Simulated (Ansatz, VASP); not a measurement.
# PbS in VASP and in Ansatz

The input INCAR:

```
SYSTEM = PbS
PREC     = Accurate       ! precision mode
ENCUT    = 520            ! plane-wave cutoff, eV
EDIFF    = 1E-7           ! SCF threshold, eV
ISMEAR   = -1             ! smearing method
SIGMA    = 0.06           ! smearing width, eV
LREAL    = .FALSE.        ! projectors in reciprocal space
LASPH    = .TRUE.         ! aspherical terms in the spheres
NELM     = 80             ! most SCF steps
ALGO     = Normal         ! electronic algorithm
ISIF     = 2              ! what is computed and relaxed
LWAVE    = .FALSE.        ! write WAVECAR
LCHARG   = .TRUE.         ! write CHGCAR
GGA      = CA             ! functional
LELF     = .TRUE.         ! ELF
LVHAR    = .TRUE.       
NBANDS   = 17             ! bands
```

Contents of KPOINTS:

```
Automatic mesh
0
G
  8 8 8
  0 0 0
```

Contents of POSCAR:

```
PbS
1.0
    0.0000000000      3.0040175000      3.0040175000
    3.0040175000      0.0000000000      3.0040175000
    3.0040175000      3.0040175000      0.0000000000
Pb S
1 1
Direct
    0.0000000000      0.0000000000      0.0000000000
    0.5000000000      0.5000000000      0.5000000000
```

Input for Ansatz:

```yaml
crystal:
  atoms:
  - position: [0.0, 0.0, 0.0]
    symbol: Pb
  - position: [0.5, 0.5, 0.5]
    symbol: S
  lattice:
  - [0.0, 3.0040175, 3.0040175]
  - [3.0040175, 0.0, 3.0040175]
  - [3.0040175, 3.0040175, 0.0]
hamiltonian:
  dispersion: none
  pseudopotentials:
    dirac_shells:
      Pb: [2p, 3d, 3p, 4d, 4p]
    kind: all_electron
    lapw: {}
    relativity: scalar
  xc: lda
kpoints:
  mp_grid:
    grid: [8, 8, 8]
    shift: [0, 0, 0]
magnetization: {spin_polarized: false}
output: {forces: true, stress: true}
scf:
  occupations: {method: fermi_dirac, width: 0.06}
```

Alike in both runs: task single point; functional LDA; k mesh 8 × 8 × 8; occupations fermi-dirac, width 0.06 eV; no spin polarisation.

|  | VASP | Ansatz |
| --- | --- | --- |
| version | VASP 6.6.1 | Ansatz 0.2 development build |
| potentials or method | VASP PAW LDA potentials, release 64 (Pb_d, S), cutoff 520 eV | all-electron full-potential LAPW, scalar-relativistic |

```tsv
	VASP	Ansatz	Ansatz less VASP
pressure (GPa)	-4.4	-4.5	0.00
```

LDA's correlation is that of Perdew and Zunger in VASP and of Perdew and Wang (1992) in Ansatz. Ansatz ran all-electron here, and VASP with PAW potentials.

Spin-orbit coupling is off throughout.
